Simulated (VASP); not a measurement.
# W3C in VASP: notebook

Runs on W3C. Level: PBE. Tasks: single point.

All numbers are computed with VASP 6.6.1; they aren't measurements. Logs are shortened: lines on timing, memory, paths and dates and some standing lists are left out, and cuts for length are marked.

### Step 1. The cell of the first run

The cell holds a slab with vacuum, 4 atoms: a = 2.855 Å, b = 2.855 Å, c = 21.697 Å, α = 90.00°, β = 90.00°, γ = 120.00°.

### Step 2. Single point, PBE

File INCAR:

```
ALGO = Normal
DIPOL = 0.5 0.5 0.359
EDIFF = 1E-6
ENCUT = 520
GGA = PE
IDIPOL = 3
ISIF = 2
ISMEAR = 0
LASPH = True
LCHARG = False
LDIPOL = True
LREAL = False
LWAVE = False
NBANDS = 31
NELM = 60
PREC = Accurate
SIGMA = 0.1
```

File KPOINTS:

```
k-points
0
Gamma
  9 9 1
```

File POSCAR:

```
W3C
1.0
    2.8545944806      0.0000000000      0.0000000000
   -1.4272972403      2.4721513377      0.0000000000
    0.0000000000      0.0000000000     21.6971108210
W C
3 1
Direct
    0.6666666667      0.3333333333      0.1843563428
    0.3333333333      0.6666666667      0.2926027619
    0.0000000000      0.0000000000      0.4008418859
    0.8888888889     -0.8888888889      0.5589274499
```

Potentials or basis: VASP PAW PBE potentials, release 64 (W_sv, C).

Command:

```bash
> cat potpaw_PBE.64/W_sv/POTCAR potpaw_PBE.64/C/POTCAR > POTCAR
> mpirun -np 1 vasp_std > vasp.out
```

OUTCAR:

```text
EDIFF = 1E-6
   ENCUT = 520
   GGA = PE
   ISIF = 2
   ISMEAR = 0
   LASPH = True
   LREAL = False
   NELM = 60
   PREC = Accurate

 ion  position               nearest neighbor table
   1  0.667  0.333  0.184-   2 2.87   2 2.87   2 2.87
   2  0.333  0.667  0.293-   3 2.87   3 2.87   3 2.87   1 2.87   1 2.87   1 2.87
   3  0.000  0.000  0.401-   2 2.87   2 2.87   2 2.87
   4  0.889  0.111  0.559-

  LATTYP: Found a hexagonal cell.
 ALAT       =     2.8545944806
 C/A-ratio  =     7.6007681541

  Lattice vectors:

 A1 = (   2.8545944806,   0.0000000000,   0.0000000000)
 A2 = (  -1.4272972403,   2.4721513377,   0.0000000000)
 A3 = (   0.0000000000,   0.0000000000,  21.6971108210)

Analysis of symmetry for initial positions (statically):
=====================================================================
 Subroutine PRICEL returns:
 Original cell was already a primitive cell.

 Routine SETGRP: Setting up the symmetry group for a
 hexagonal supercell.

 Subroutine GETGRP returns: Found  2 space group operations
 (whereof  2 operations were pure point group operations)
 out of a pool of 24 trial point group operations.

The static configuration has the point symmetry C_1h.

Analysis of symmetry for dynamics (positions and initial velocities):
=====================================================================
 Subroutine PRICEL returns:
 Original cell was already a primitive cell.

 Routine SETGRP: Setting up the symmetry group for a
 hexagonal supercell.

 Subroutine GETGRP returns: Found  2 space group operations
 (whereof  2 operations were pure point group operations)
 out of a pool of 24 trial point group operations.

The dynamic configuration has the point symmetry C_1h.

 Subroutine INISYM returns: Found  2 space group operations
 (whereof  2 operations are pure point group operations),
 and found     1 'primitive' translations

----------------------------------------------------------------------------------------

                                     Primitive cell

  volume of cell :     153.1163

  direct lattice vectors                    reciprocal lattice vectors
     2.854594481  0.000000000  0.000000000     0.350312455  0.202252990  0.000000000
    -1.427297240  2.472151338  0.000000000     0.000000000  0.404505980  0.000000000
     0.000000000  0.000000000 21.697110821     0.000000000  0.000000000  0.046089086

  length of vectors
     2.854594481  2.854594481 21.697110821     0.404505980  0.404505980  0.046089086

  position of ions in fractional coordinates (direct lattice)
     0.666666667  0.333333333  0.184356343
     0.333333333  0.666666667  0.292602762
     0.000000000  0.000000000  0.400841886
     0.888888889  0.111111111  0.558927450

  ion indices of the primitive-cell ions
   primitive index   ion index
                 1           1
                 2           2
                 3           3
                 4           4

----------------------------------------------------------------------------------------

 KPOINTS: k-points

Automatic generation of k-mesh.
 Grid dimensions read from file:
 generate k-points for:    9    9    1

 Generating k-lattice:

  Cartesian coordinates                     Fractional coordinates (reciprocal lattice)
     0.038923606  0.022472554  0.000000000     0.111111111  0.000000000  0.000000000
     0.000000000  0.044945109  0.000000000     0.000000000  0.111111111  0.000000000
     0.000000000  0.000000000  0.046089086     0.000000000  0.000000000  1.000000000

  Length of vectors
     0.044945109  0.044945109  0.046089086

  Shift w.r.t. Gamma in fractional coordinates (k-lattice)
     0.000000000  0.000000000  0.000000000

 Subroutine IBZKPT returns following result:
 ===========================================

 Found     25 irreducible k-points:

 Following reciprocal coordinates:
            Coordinates               Weight
  0.000000  0.000000  0.000000      1.000000
  0.111111  0.000000  0.000000      4.000000
 -0.111111  0.111111  0.000000      2.000000
  0.222222  0.000000  0.000000      4.000000
 -0.222222  0.222222  0.000000      2.000000
  0.333333  0.000000  0.000000      4.000000
[... 16 lines left out ...]
 -0.222222 -0.444444  0.000000      4.000000
  0.444444  0.333333  0.000000      4.000000
   k-points           NKPTS =     25   k-points in BZ     NKDIM =     25   number of bands    NBANDS=     31
   number of dos      NEDOS =    301   number of ions     NIONS =      4
   total plane-waves  NPLWV =  93312
   dimension x,y,z NGX =    24 NGY =   24 NGZ =  162
   dimension x,y,z NGXF=    48 NGYF=   48 NGZF=  324
   ions per type =               3   1
   NGX,Y,Z   is equivalent  to a cutoff of  13.98, 13.98, 12.41 a.u.
   NGXF,Y,Z  is equivalent  to a cutoff of  27.95, 27.95, 24.83 a.u.
 SYSTEM =  unknown system
   PREC   = accura    normal or accurate (medium, high low for compatibility)
   ISTART =      0    job   : 0-new  1-cont  2-samecut
   ICHARG =      2    charge: 1-file 2-atom 10-const
   ISPIN  =      1    spin polarized calculation?
   LNONCOLLINEAR =      F non collinear calculations
   LSORBIT =      F    spin-orbit coupling
   LASPH  =      T    aspherical Exc in radial PAW
   ENCUT  =  520.0 eV  38.22 Ry    6.18 a.u.   5.31  5.31 40.34*2*pi/ulx,y,z
   NELM   =     60;   NELMIN=  2; NELMDL= -5     # of ELM steps
   EDIFF  = 0.1E-05   stopping-criterion for ELM
   LREAL  =      F    real-space projection
   EDIFFG = 0.1E-04   stopping-criterion for IOM
   NSW    =      0    number of steps for IOM
   IBRION =     -1    ionic relax: 0-MD 1-quasi-New 2-CG
   NFREE  =      0    steps in history (QN), initial steepest desc. (CG)
   ISIF   =      2    stress and relaxation
   ISYM   =      2    0-nonsym 1-usesym 2-fastsym
   POTIM  = 0.5000    time-step for ionic-motion
   TEBEG  =    0.0;   TEEND  =   0.0 temperature during run
   PSTRESS=    0.0 pullay stress
   NELECT =      46.0000    total number of electrons
   NUPDOWN=      -1.0000    fix difference up-down
   EMIN   =  10.00;   EMAX   =-10.00  energy-range for DOS
   EFERMI =   0.00;   METHOD = LEGACY
   ISMEAR =     0;   SIGMA  =   0.10  broadening in eV -4-tet -1-fermi 0-gaus
   EFERMI_NEDOS =   21; number of points for ismear=-14 and -15
   IALGO  =     38    algorithm
   IMIX   =      4    mixing-type and parameters
     AMIX     =   0.40;   BMIX     =  1.00
     AMIX_MAG =   1.60;   BMIX_MAG =  1.00
  volume/ion in A,a.u.               =      38.28       258.32
  Fermi-wavevector in a.u.,A,eV,Ry     =   1.096445  2.071981 16.356820  1.202192
  Thomas-Fermi vector in A             =   2.232787
   LORBIT       =      0    0 simple, 1 ext, 2 COOP (PROOUT), +10 PAW based schemes
   GGA     = PE    functional components
   LHFCALC =     F    Hartree Fock is set to
   AEXX    =    0.0000 exact exchange contribution
   IVDW    =     0    specifies the selected vdW correction
   LEPSILON=     F    determine dielectric tensor
   LRPA    =     F    only Hartree local field effects (RPA)
 non-spin polarized calculation
 Gauss-broadening in eV      SIGMA  =   0.10
  energy-cutoff  :      520.00
  volume of cell :      153.12
 maximum number of plane-waves:      4147
 NGX is ok and might be reduce to    24
   NGX = 11   NGY = 11   NGZ = 81

 dipolmoment           0.000000      0.000000     -0.002437 electrons x Angstroem

 number of electron      45.9999997 magnetization

 dipolmoment           0.000000      0.000000      0.031139 electrons x Angstroem

 Free energy of the ion-electron system (eV)
  ---------------------------------------------------
  ext. energy  EPLUGINS =         0.00000000
  ---------------------------------------------------
  free energy    TOTEN  =       -37.88992465 eV

  energy without entropy =      -37.85206431  energy(sigma->0) =      -37.87099448

 E-fermi :   0.3480     XC(G=0):  -6.3574

 val. band max:        0.3456582101   @ k =   0.3333   0.1111   0.0000
 cond. band min:       0.3534009077   @ k =  -0.1111   0.4444   0.0000
 fundamental gap:      0.0077426976
 Fermi energy:         0.3479612243

 k-point     1 :       0.0000    0.0000    0.0000
  band No.  band energies     occupation
      1     -73.4989      2.00000
      2     -73.4006      2.00000
      3     -73.3436      2.00000
      4     -38.0933      2.00000
      5     -37.7578      2.00000
      6     -37.3108      2.00000
[... 23 lines left out ...]
     30       3.1952      0.00000
     31       3.2036      0.00000

 k-point     2 :       0.1111    0.0000    0.0000
  band No.  band energies     occupation
      1     -73.4903      2.00000
      2     -73.3920      2.00000
      3     -73.3368      2.00000
      4     -38.0628      2.00000
      5     -37.7537      2.00000
      6     -37.3437      2.00000
[... 23 lines left out ...]
     30       2.7199      0.00000
     31       3.1602      0.00000

 k-point     3 :      -0.1111    0.1111    0.0000
  band No.  band energies     occupation
      1     -73.4903      2.00000
      2     -73.3920      2.00000
      3     -73.3368      2.00000
      4     -38.0628      2.00000
      5     -37.7537      2.00000
      6     -37.3438      2.00000
[... 23 lines left out ...]
     30       2.7172      0.00000
     31       3.1551      0.00000

 k-point     4 :       0.2222    0.0000    0.0000
  band No.  band energies     occupation
      1     -73.4686      2.00000
      2     -73.3700      2.00000
      3     -73.3196      2.00000
      4     -37.9866      2.00000
      5     -37.7736      2.00000
      6     -37.5456      2.00000
[... 635 lines left out ...]
     30       3.6916      0.00000
     31       4.8486      0.00000

 k-point    23 :      -0.2222   -0.4444    0.0000
  band No.  band energies     occupation
      1     -73.4203      2.00000
      2     -73.3198      2.00000
      3     -73.2828      2.00000
      4     -37.9912      2.00000
      5     -37.9284      2.00000
      6     -37.7965      2.00000
[... 23 lines left out ...]
     30       3.7016      0.00000
     31       4.8446      0.00000

 k-point    24 :       0.4444    0.3333    0.0000
  band No.  band energies     occupation
      1     -73.4204      2.00000
      2     -73.3198      2.00000
      3     -73.2828      2.00000
      4     -37.9908      2.00000
      5     -37.9301      2.00000
      6     -37.7953      2.00000
[... 23 lines left out ...]
     30       3.6970      0.00000
     31       4.8357      0.00000

 [... further k-points ...]

------------------------ aborting loop because EDIFF is reached ----------------------------------------

 vacuum level on the upper side and lower side of the slab       (xc-potential included)         0.211        -0.529

  FORCE on cell =-STRESS in cart. coord.  units (eV):
  Direction    XX          YY          ZZ          XY          YZ          ZX
  --------------------------------------------------------------------------------------
  -------------------------------------------------------------------------------------
  Total       -9.7561626     -9.8611984     -2.5179594     -0.0909637      0.0757219     -0.1311542
  in kB     -102.0864796   -103.1855533    -26.3474100     -0.9518257      0.7923385     -1.3723703
  external PRESSURE =     -77.2064810 kB  Pullay stress =       0.0000000 kB

 VOLUME and BASIS-vectors are now :
 -----------------------------------------------------------------------------
  energy-cutoff  :      520.00
  volume of cell :      153.12
      direct lattice vectors                 reciprocal lattice vectors
     2.854594481  0.000000000  0.000000000     0.350312455  0.202252990  0.000000000
    -1.427297240  2.472151338  0.000000000     0.000000000  0.404505980  0.000000000
     0.000000000  0.000000000 21.697110821     0.000000000  0.000000000  0.046089086

 POSITION                                       TOTAL-FORCE (eV/Angst)
 -----------------------------------------------------------------------------------
      1.42730      0.82405      4.00000        -0.006105      0.003525     -0.044069
     -0.00000      1.64810      6.34863         0.007662     -0.004424      0.062291
      0.00000      0.00000      8.69711         0.039790     -0.022973      0.724220
      2.37883      0.27468     12.12711        -0.041348      0.023872     -0.742442
 -----------------------------------------------------------------------------------
    total drift:                               -0.000021      0.000012     -0.000521

  FREE ENERGIE OF THE ION-ELECTRON SYSTEM (eV)
  ---------------------------------------------------
  free  energy   TOTEN  =       -37.8899246481 eV

  energy  without entropy=      -37.8520643071  energy(sigma->0) =      -37.87099448

 vacuum level on the upper side and lower side of the slab         6.158         5.378
```

It took 2.9 min on 1 thread of AMD EPYC 9R45 (Zen 5), shared host; peak memory 0.31 GiB.

Results:

| Property | Result |
| --- | --- |
| Free energy | -37.8899 eV |
| Largest force | 0.744 eV/Å |
| Band gap on the k mesh | zero (bands 23 and 24 overlap by 1.06 eV) |

Forces on the atoms (eV/Å):
```
W   -0.006  0.004 -0.044
W    0.008 -0.004  0.062
W    0.040 -0.023  0.724
C   -0.041  0.024 -0.742
```

Caveat: spin-orbit coupling is left out, which moves the levels of the heavy elements.

### Step 3. Single point, PBE

File INCAR:

```
  PREC = Accurate
  ENCUT = 520
  EDIFF = 1E-7
  ISMEAR = 0
  SIGMA = 0.1
  LREAL = False
  LASPH = True
  NELM = 60
  ALGO = Normal
  ISIF = 2
  LWAVE = False
  LCHARG = False
  LDIPOL = True
  IDIPOL = 3
  DIPOL = 0.5 0.5 0.359
  GGA = PE
  NBANDS = 31
```

File KPOINTS:

```
regular mesh
0
Gamma
  9 9 1
```

Changes to POSCAR since step 2:

```diff
@@ -11,2 +11,2 @@
     0.0000000000      0.0000000000      0.4008418859
-    0.8888888889     -0.8888888889      0.5589274499
+    0.1111111111     -0.1111111111      0.5589274499
```

Potentials or basis: VASP PAW PBE potentials, release 64 (W_sv, C).

Command:

```bash
> cat potpaw_PBE.64/W_sv/POTCAR potpaw_PBE.64/C/POTCAR > POTCAR
> mpirun -np 1 vasp_std > vasp.out
```

It took 3 min on 1 thread of AMD EPYC 9R45 (Zen 5), shared host; peak memory 0.31 GiB.

It converged, with:

```
Free energy            : -37.8927 eV
Largest force          : 0.754 eV/Å
Band gap on the k mesh : zero (bands 23 and 24 overlap by 1.02 eV)
```

Forces on the atoms (eV/Å):
```
W    0.012 -0.007 -0.044
W    0.003 -0.002  0.068
W   -0.068  0.039  0.728
C    0.053 -0.030 -0.752
```

Levels at points of the mesh, in eV from the Fermi level:
| k point | band 21 | band 22 | band 23 | band 24 | band 25 | band 26 |
| --- | --- | --- | --- | --- | --- | --- |
| (0.00, 0.00, 0.00) | -0.50 | -0.17 | -0.17 | 0.08 | 0.08 | 0.12 |

Caveat: spin-orbit coupling is left out, which moves the levels of the heavy elements.

[end of part 1 of 2]
